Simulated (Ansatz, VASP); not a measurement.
**Two plane-wave programs on Be**

File INCAR:

```
PREC     = Accurate       # precision mode
ENCUT    = 600            # plane-wave cutoff, eV
EDIFF    = 1E-6           # SCF threshold, eV
ISMEAR   = 0              # smearing method
SIGMA    = 0.1            # smearing width, eV
LREAL    = F              # projectors in reciprocal space
LASPH    = T              # aspherical terms in the spheres
NELM     = 80             # most SCF steps
ALGO     = Fast           # electronic algorithm
ISIF     = 3              # what is computed and relaxed
LWAVE    = F              # write WAVECAR
LCHARG   = F              # write CHGCAR
GGA      = PE             # functional
IBRION   = 2              # ionic algorithm
NSW      = 90             # ionic steps
EDIFFG   = -0.04          # ionic threshold
```

KPOINTS

```
regular mesh
0
Gamma
  8 8 8
```

The input POSCAR:

```
Be
1.0
   -1.4350007600      1.7880201100      1.7895414600
    1.4350007600     -1.7880201100      1.7895414600
    1.4350007600      1.7880201100     -1.7895414600
Be
2
Direct
    0.7344035800      0.2344035800      0.5000000000
    0.2655964200      0.7655964200      0.5000000000
```

Input for Ansatz:

```yaml
crystal:
  lattice:
    - [-1.43500076, 1.78802011, 1.78954146]
    - [1.43500076, -1.78802011, 1.78954146]
    - [1.43500076, 1.78802011, -1.78954146]
  atoms:
    - { symbol: Be, position: [0.73440358, 0.23440358, 0.5] }
    - { symbol: Be, position: [0.26559642, 0.76559642, 0.5] }
basis:
  ecutwfc: 420
kpoints:
  mp_grid: { grid: [8, 8, 8] }
hamiltonian:
  xc: pbe
scf:
  occupations: { method: gaussian, width: 0.1 }
  lower_state_search: "off"
output:
  forces: true
  stress: true
  eigenvalues: true
relax:
  adjacent_minimum: "off"
  f_tol: 0.04
  max_steps: 70
  cell: { stress_tol: 0.4 }
```

Alike in both runs: task relaxation of cell and atoms; functional PBE; k mesh 8 × 8 × 8; occupations gaussian, width 0.1 eV; no spin polarisation.

```csv
,VASP,Ansatz
version,VASP 6.6.1,Ansatz 0.2.0
potentials or method,"VASP PAW PBE potentials, release 64 (Be), cutoff 600 eV","scalar-relativistic, plane waves, PAW"
valence electrons in the cell,4,4
```

VASP gave:

| Property | Result |
| --- | --- |
| gap on the k mesh at the Fermi level, each at its own relaxed structure (eV) | none |
| relaxed volume (Å³/atom) | 9.66 |
| relaxed length of the cell vector where the two differ most in proportion (Å) | 3.238 |

Problem. Which values does Ansatz return?

Solution. gap on the k mesh at the Fermi level, each at its own relaxed structure (eV): none; relaxed volume (Å³/atom): 9.67; relaxed length of the cell vector where the two differ most in proportion (Å): 3.240.

A gap of «none» marks a metal or a gap that the smearing closes.
